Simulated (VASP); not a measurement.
The system is NdHf.

```
Nd Hf
1.0
     3.84217    0.00000    0.00000
     0.00000    3.84217    0.00000
     0.00000    0.00000    3.84217
Nd Hf
1 1
Direct
  0.50000 0.50000 0.50000
  0.00000 0.00000 0.00000
```

The cell was built from a structure type or drawn by symmetry, and may not be a known phase.

| Quantity | Value |
| --- | --- |
| Program | VASP 6.6.1 |
| Task | relaxation of cell and atoms |
| Functional | PBE |
| Potentials or basis | VASP PAW PBE potentials, release 64 (Nd_3, Hf_pv), 4f in core |
| Cutoff | 500 eV |
| k mesh | 5 × 5 × 5 |
| Occupations | gaussian, width 0.2 eV |
| Spin | no spin polarisation |

At the start: pressure -2.0 GPa; volume 28.36 Å³/atom.

Problem. Where does the relaxation end?

Solution. Over 3 steps the energy falls by 6.4 meV/atom and the volume is 27.36 Å³/atom (-3.5 %); space group Pm-3m (No. 221, to 0.1 Å) before and after.

The path:
```csv
step,energy change (eV),largest force (eV/Å),pressure (GPa),volume (Å³)
1,0.0000,0.0000,-2.00,56.72
2,-0.0102,0.0000,0.97,53.86
3,-0.0128,0.0000,0.00,54.72
```

Final structure:
```cif
data_structure
_symmetry_space_group_name_H-M 'P 1'
_symmetry_Int_Tables_number 1
_cell_length_a 3.7966
_cell_length_b 3.7966
_cell_length_c 3.7966
_cell_angle_alpha 90.000
_cell_angle_beta 90.000
_cell_angle_gamma 90.000
_cell_volume 54.72
loop_
_atom_site_label
_atom_site_type_symbol
_atom_site_fract_x
_atom_site_fract_y
_atom_site_fract_z
_atom_site_occupancy
Nd1 Nd 0.50000 0.50000 0.50000 1
Hf1 Hf 0.00000 0.00000 0.00000 1
```
